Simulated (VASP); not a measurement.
# NbH (I4/mmm) in VASP: notebook

Runs on NbH. Level: r2SCAN. Tasks: single point.

All numbers are computed with VASP 6.6.1; they aren't measurements. Logs are shortened: lines on timing, memory, paths and dates and some standing lists are left out, and cuts for length are marked.

## (1) The cell of the first run

It takes space group I4/mmm (No. 139, tetragonal). The conventional cell has a = 3.103 Å, b = 3.103 Å, c = 3.832 Å, α = 90.00°, β = 90.00°, γ = 90.00°. Nb (site symmetry 4/mmm) has 6 H at 1.92 to 2.19 Å within 2.5 Å. H (site symmetry 4/mmm) has 6 Nb at 1.92 to 2.19 Å within 2.5 Å.

## (2) Single point, r2SCAN

POSCAR reads:

```
NbH
1.0
   -1.5515066834      1.5515066834      1.9158215514
    1.5515066834     -1.5515066834      1.9158215514
    1.5515066834      1.5515066834     -1.9158215514
Nb H
1 1
Direct
    0.0000000000      0.0000000000      0.0000000000
    0.5000000000      0.5000000000      0.0000000000
```

INCAR.step1 reads:

```
PREC = Accurate
ENCUT = 520
ISMEAR = -1
SIGMA = 0.1
LREAL = F
LASPH = T
NELM = 60
NBANDS = 14
GGA = PE
ALGO = Normal
EDIFF = 1E-4
LWAVE = T
LCHARG = F
```

INCAR.step2 reads:

```
PREC = Accurate
ENCUT = 520
EDIFF = 1E-6
ISMEAR = -1
SIGMA = 0.1
LREAL = F
LASPH = T
NELM = 60
ALGO = Normal
ISIF = 2
LWAVE = F
LCHARG = F
METAGGA = R2SCAN
LMIXTAU = T
NBANDS = 14
ISTART = 1
```

KPOINTS reads:

```
Automatic mesh
0
Gamma
  10 10 10
```

Potentials or basis: VASP PAW PBE potentials, release 64 (Nb_sv, H).

Run with:

```bash
cat potpaw_PBE.64/Nb_sv/POTCAR potpaw_PBE.64/H/POTCAR > POTCAR
cp INCAR.step1 INCAR
mpirun -np 1 vasp_std > vasp.out
cp INCAR.step2 INCAR
mpirun -np 1 vasp_std > vasp.out
```

OUTCAR:

```text
PREC = Accurate
   ENCUT = 520
   EDIFF = 1E-6
   ISMEAR = -1
   LREAL = F
   LASPH = T
   NELM = 60
   ISIF = 2
   METAGGA = R2SCAN
   ISTART = 1

 ion  position               nearest neighbor table
   1  0.000  0.000  0.000-   2 1.92   2 1.92
   2  0.500  0.500  0.000-   1 1.92   1 1.92

  LATTYP: Found a body centered tetragonal cell.
 ALAT       =     3.1030133668
 C/A-ratio  =     1.2348135989

  Lattice vectors:

 A1 = (  -1.5515066834,   1.5515066834,   1.9158215514)
 A2 = (   1.5515066834,  -1.5515066834,   1.9158215514)
 A3 = (   1.5515066834,   1.5515066834,  -1.9158215514)

Analysis of symmetry for initial positions (statically):
=====================================================================
 Subroutine PRICEL returns:
 Original cell was already a primitive cell.

 Routine SETGRP: Setting up the symmetry group for a
 body centered tetragonal supercell.

 Subroutine GETGRP returns: Found 16 space group operations
 (whereof 16 operations were pure point group operations)
 out of a pool of 16 trial point group operations.

The static configuration has the point symmetry D_4h.

Analysis of symmetry for dynamics (positions and initial velocities):
=====================================================================
 Subroutine PRICEL returns:
 Original cell was already a primitive cell.

 Routine SETGRP: Setting up the symmetry group for a
 body centered tetragonal supercell.

 Subroutine GETGRP returns: Found 16 space group operations
 (whereof 16 operations were pure point group operations)
 out of a pool of 16 trial point group operations.

The dynamic configuration has the point symmetry D_4h.

 Subroutine INISYM returns: Found 16 space group operations
 (whereof 16 operations are pure point group operations),
 and found     1 'primitive' translations

----------------------------------------------------------------------------------------

                                     Primitive cell

  volume of cell :      18.4469

  direct lattice vectors                    reciprocal lattice vectors
    -1.551506683  1.551506683  1.915821551     0.000000000  0.322267384  0.260984641
     1.551506683 -1.551506683  1.915821551     0.322267384  0.000000000  0.260984641
     1.551506683  1.551506683 -1.915821551     0.322267384  0.322267384  0.000000000

  length of vectors
     2.912853960  2.912853960  2.912853960     0.414691753  0.414691753  0.455754905

  position of ions in fractional coordinates (direct lattice)
     0.000000000  0.000000000  0.000000000
     0.500000000  0.500000000  0.000000000

  ion indices of the primitive-cell ions
   primitive index   ion index
                 1           1
                 2           2

----------------------------------------------------------------------------------------

 KPOINTS: Automatic mesh

Automatic generation of k-mesh.
 Grid dimensions read from file:
 generate k-points for:   10   10   10

 Generating k-lattice:

  Cartesian coordinates                     Fractional coordinates (reciprocal lattice)
     0.000000000  0.032226738  0.026098464     0.100000000  0.000000000  0.000000000
     0.032226738  0.000000000  0.026098464     0.000000000  0.100000000  0.000000000
     0.032226738  0.032226738  0.000000000     0.000000000  0.000000000  0.100000000

  Length of vectors
     0.041469175  0.041469175  0.045575491

  Shift w.r.t. Gamma in fractional coordinates (k-lattice)
     0.000000000  0.000000000  0.000000000

 Subroutine IBZKPT returns following result:
 ===========================================

 Found    102 irreducible k-points:

 Following reciprocal coordinates:
            Coordinates               Weight
  0.000000  0.000000  0.000000      1.000000
  0.100000  0.000000  0.000000      8.000000
  0.200000  0.000000  0.000000      8.000000
  0.300000  0.000000 -0.000000      8.000000
  0.400000 -0.000000  0.000000      8.000000
  0.500000  0.000000  0.000000      4.000000
[... 16 lines left out ...]
  0.300000  0.300000 -0.000000      8.000000
  0.400000  0.300000  0.000000     16.000000
 [... further k-points ...]
   k-points           NKPTS =    102   k-points in BZ     NKDIM =    102   number of bands    NBANDS=     14
   number of dos      NEDOS =    301   number of ions     NIONS =      2
   total plane-waves  NPLWV =  13824
   dimension x,y,z NGX =    24 NGY =   24 NGZ =   24
   dimension x,y,z NGXF=    48 NGYF=   48 NGZF=   48
   ions per type =               1   1
   NGX,Y,Z   is equivalent  to a cutoff of  13.70, 13.70, 13.70 a.u.
   NGXF,Y,Z  is equivalent  to a cutoff of  27.40, 27.40, 27.40 a.u.
 SYSTEM =  unknown system
   PREC   = accura    normal or accurate (medium, high low for compatibility)
   ISTART =      1    job   : 0-new  1-cont  2-samecut
   ICHARG =      0    charge: 1-file 2-atom 10-const
   ISPIN  =      1    spin polarized calculation?
   LNONCOLLINEAR =      F non collinear calculations
   LSORBIT =      F    spin-orbit coupling
   LASPH  =      T    aspherical Exc in radial PAW
   ENCUT  =  520.0 eV  38.22 Ry    6.18 a.u.   5.42  5.42  5.42*2*pi/ulx,y,z
   NELM   =     60;   NELMIN=  2; NELMDL=  0     # of ELM steps
   EDIFF  = 0.1E-05   stopping-criterion for ELM
   LREAL  =      F    real-space projection
   EDIFFG = 0.1E-04   stopping-criterion for IOM
   NSW    =      0    number of steps for IOM
   IBRION =     -1    ionic relax: 0-MD 1-quasi-New 2-CG
   NFREE  =      0    steps in history (QN), initial steepest desc. (CG)
   ISIF   =      2    stress and relaxation
   ISYM   =      2    0-nonsym 1-usesym 2-fastsym
   POTIM  = 0.5000    time-step for ionic-motion
   TEBEG  =    0.0;   TEEND  =   0.0 temperature during run
   PSTRESS=    0.0 pullay stress
   NELECT =      14.0000    total number of electrons
   NUPDOWN=      -1.0000    fix difference up-down
   EMIN   =  10.00;   EMAX   =-10.00  energy-range for DOS
   EFERMI =   0.00;   METHOD = LEGACY
   ISMEAR =    -1;   SIGMA  =   0.10  broadening in eV -4-tet -1-fermi 0-gaus
   EFERMI_NEDOS =   21; number of points for ismear=-14 and -15
   IALGO  =     38    algorithm
   IMIX   =      4    mixing-type and parameters
     AMIX     =   0.40;   BMIX     =  1.00
     AMIX_MAG =   1.60;   BMIX_MAG =  1.00
  volume/ion in A,a.u.               =       9.22        62.24
  Fermi-wavevector in a.u.,A,eV,Ry     =   1.493287  2.821904 30.339729  2.229907
  Thomas-Fermi vector in A             =   2.605707
   LORBIT       =      0    0 simple, 1 ext, 2 COOP (PROOUT), +10 PAW based schemes
   METAGGA = R2SCAN    functional components
   LHFCALC =     F    Hartree Fock is set to
   AEXX    =    0.0000 exact exchange contribution
   IVDW    =     0    specifies the selected vdW correction
   LEPSILON=     F    determine dielectric tensor
   LRPA    =     F    only Hartree local field effects (RPA)
 non-spin polarized calculation
  energy-cutoff  :      520.00
  volume of cell :       18.45
 maximum number of plane-waves:       516
 NGX is ok and might be reduce to    24
   NGX = 11   NGY = 11   NGZ = 11

 number of electron      14.0000002 magnetization

 Free energy of the ion-electron system (eV)
  ---------------------------------------------------
  ext. energy  EPLUGINS =         0.00000000
  ---------------------------------------------------
  free energy    TOTEN  =       -28.56301168 eV

  energy without entropy =      -28.53768096  energy(sigma->0) =      -28.55034632

 E-fermi :  12.6186     XC(G=0): -14.0529

 val. band max:       12.6068665224   @ k =  -0.2000  -0.2000   0.2000
 cond. band min:      12.6258693121   @ k =  -0.2000   0.4000   0.1000
 fundamental gap:      0.0190027898
 Fermi energy:        12.6186329968

 k-point     1 :       0.0000    0.0000    0.0000
  band No.  band energies     occupation
      1     -44.3379      2.00000
      2     -19.0011      2.00000
      3     -18.9548      2.00000
      4     -18.9548      2.00000
      5       1.8396      2.00000
      6      11.6159      1.99991
      7      11.6159      1.99991
      8      13.3419      0.00144
      9      13.7658      0.00002
     10      14.9560      0.00000
     11      23.7666      0.00000
     12      24.3915      0.00000
     13      25.8707      0.00000
     14      25.8707      0.00000

 k-point     2 :       0.1000    0.0000    0.0000
  band No.  band energies     occupation
      1     -44.3148      2.00000
      2     -19.1324      2.00000
      3     -18.9841      2.00000
      4     -18.9826      2.00000
      5       2.2057      2.00000
      6      11.4886      1.99998
      7      11.7411      1.99969
      8      13.2359      0.00416
      9      13.6953      0.00004
     10      14.7496      0.00000
     11      22.2602      0.00000
     12      25.1793      0.00000
     13      26.6135      0.00000
     14      27.2066      0.00000

 k-point     3 :       0.2000    0.0000    0.0000
  band No.  band energies     occupation
      1     -44.2538      2.00000
      2     -19.5186      2.00000
      3     -19.0602      2.00000
      4     -18.9996      2.00000
      5       3.1993      2.00000
      6      10.8054      2.00000
      7      11.6871      1.99982
      8      13.1963      0.00618
      9      14.0770      0.00000
     10      14.6631      0.00000
     11      20.3179      0.00000
     12      26.9775      0.00000
     13      28.6012      0.00000
     14      29.5018      0.00000
[... 324 lines left out ...]
 k-point    23 :       0.3000    0.3000   -0.0000
  band No.  band energies     occupation
      1     -44.0561      2.00000
      2     -20.1118      2.00000
      3     -19.7514      2.00000
      4     -19.1658      2.00000
      5       5.7197      2.00000
      6       9.2781      2.00000
      7      10.5148      2.00000
      8      13.7264      0.00003
      9      15.5833      0.00000
     10      18.3470      0.00000
     11      21.1816      0.00000
     12      24.4623      0.00000
     13      26.9105      0.00000
     14      31.2048      0.00000

 k-point    24 :       0.4000    0.3000    0.0000
  band No.  band energies     occupation
      1     -44.0454      2.00000
      2     -20.0802      2.00000
      3     -19.7990      2.00000
      4     -19.2186      2.00000
      5       5.0022      2.00000
      6       9.2574      2.00000
      7      11.1973      2.00000
      8      14.1704      0.00000
      9      16.4481      0.00000
     10      18.6300      0.00000
     11      21.4672      0.00000
     12      22.4839      0.00000
     13      27.7593      0.00000
     14      29.8071      0.00000

 [... further k-points ...]

------------------------ aborting loop because EDIFF is reached ----------------------------------------

  FORCE on cell =-STRESS in cart. coord.  units (eV):
  Direction    XX          YY          ZZ          XY          YZ          ZX
  --------------------------------------------------------------------------------------
  -------------------------------------------------------------------------------------
  Total        2.2813800      2.2813800      2.3201032      0.0000000     -0.0000000      0.0000000
  in kB      198.1462553    198.1462553    201.5095026      0.0000000     -0.0000000      0.0000000
  external PRESSURE =     199.2673377 kB  Pullay stress =       0.0000000 kB

 VOLUME and BASIS-vectors are now :
 -----------------------------------------------------------------------------
  energy-cutoff  :      520.00
  volume of cell :       18.45
      direct lattice vectors                 reciprocal lattice vectors
    -1.551506683  1.551506683  1.915821551     0.000000000  0.322267384  0.260984641
     1.551506683 -1.551506683  1.915821551     0.322267384  0.000000000  0.260984641
     1.551506683  1.551506683 -1.915821551     0.322267384  0.322267384  0.000000000

 POSITION                                       TOTAL-FORCE (eV/Angst)
 -----------------------------------------------------------------------------------
      0.00000      0.00000      0.00000         0.000000     -0.000000     -0.000000
      0.00000      0.00000      1.91582        -0.000000      0.000000      0.000000
 -----------------------------------------------------------------------------------
    total drift:                               -0.000000      0.000000     -0.000000

  FREE ENERGIE OF THE ION-ELECTRON SYSTEM (eV)
  ---------------------------------------------------
  free  energy   TOTEN  =       -28.5630116773 eV

  energy  without entropy=      -28.5376809590  energy(sigma->0) =      -28.55034632
```

Run time: 52 s. Hardware: 1 thread of Intel Xeon Platinum 8488C (Sapphire Rapids), shared host; peak memory 0.16 GiB.

Results:

| Property | Result |
| --- | --- |
| Free energy | -28.5630 eV |
| Pressure | 19.9 GPa |
| Band gap on the k mesh | zero (bands 7 and 8 overlap by 4.83 eV) |

Caveat: the cell stands under pressure; the PAW data sets were made with another functional, which shifts forces and pressure a little.

## (3) Single point, r2SCAN

This run uses another cell than the first one, of 9.48 Å³/atom.

POSCAR reads:

```
NbH
1.0
   -1.5657414848      1.5657414848      1.9333988777
    1.5657414848     -1.5657414848      1.9333988777
    1.5657414848      1.5657414848     -1.9333988777
Nb H
1 1
Direct
    0.0000000000      0.0000000000      0.0000000000
    0.5000000000      0.5000000000      0.0000000000
```

INCAR.step1 reads:

```
SYSTEM = NbH
PREC = Accurate
ENCUT = 520
ISMEAR = -1
SIGMA = 0.1
LREAL = .FALSE.
LASPH = .TRUE.
NELM = 80
NBANDS = 14
GGA = PE
ALGO = Normal
EDIFF = 1E-4
LWAVE = .TRUE.
LCHARG = .FALSE.
```

INCAR.step2 reads:

```
SYSTEM = NbH
PREC = Accurate
ENCUT = 520
EDIFF = 1E-6
ISMEAR = -1
SIGMA = 0.1
LREAL = .FALSE.
LASPH = .TRUE.
NELM = 80
ALGO = Normal
ISIF = 2
LWAVE = .FALSE.
LCHARG = .FALSE.
METAGGA = R2SCAN
LMIXTAU = .TRUE.
NBANDS = 14
ISTART = 1
```

KPOINTS reads:

```
Automatic mesh
0
G
  10 10 10
  0 0 0
```

Potentials or basis: VASP PAW PBE potentials, release 64 (Nb_sv, H).

Run with:

```bash
cat potpaw_PBE.64/Nb_sv/POTCAR potpaw_PBE.64/H/POTCAR > POTCAR
cp INCAR.step1 INCAR
mpirun -np 1 vasp_std > vasp.out
cp INCAR.step2 INCAR
mpirun -np 1 vasp_std > vasp.out
```

Wall time 62 s (1 thread of Intel Xeon Platinum 8488C (Sapphire Rapids), shared host); peak memory 0.17 GiB.

The run converged. Its results:

```yaml
Free_energy: -28.6155 eV
Pressure: 12.7 GPa
Band_gap_on_the_k_mesh: zero (bands 7 and 8 overlap by 4.59 eV)
```

Stress tensor (GPa, compression positive):
```
12.71  0.00  0.00
 0.00 12.71  0.00
 0.00  0.00 12.82
```

Levels at points of the mesh, in eV from the Fermi level:
```
           k point  band 5  band 6  band 7  band 8  band 9  band 10
(0.00, 0.00, 0.00)  -10.65   -0.96   -0.96    0.72    1.12     2.27
(0.50, 0.00, 0.00)   -5.44   -5.05   -1.89    0.00    3.68     4.79
(0.50, 0.50, 0.00)   -9.17   -3.97    1.45    3.70    4.18     5.36
(0.50, 0.50, 0.50)   -9.22   -4.35    4.15    4.30    4.79     4.79
```

Caveat: the cell stands under pressure; the PAW data sets were made with another functional, which shifts forces and pressure a little.

(Part 1 of 2 ends here.)
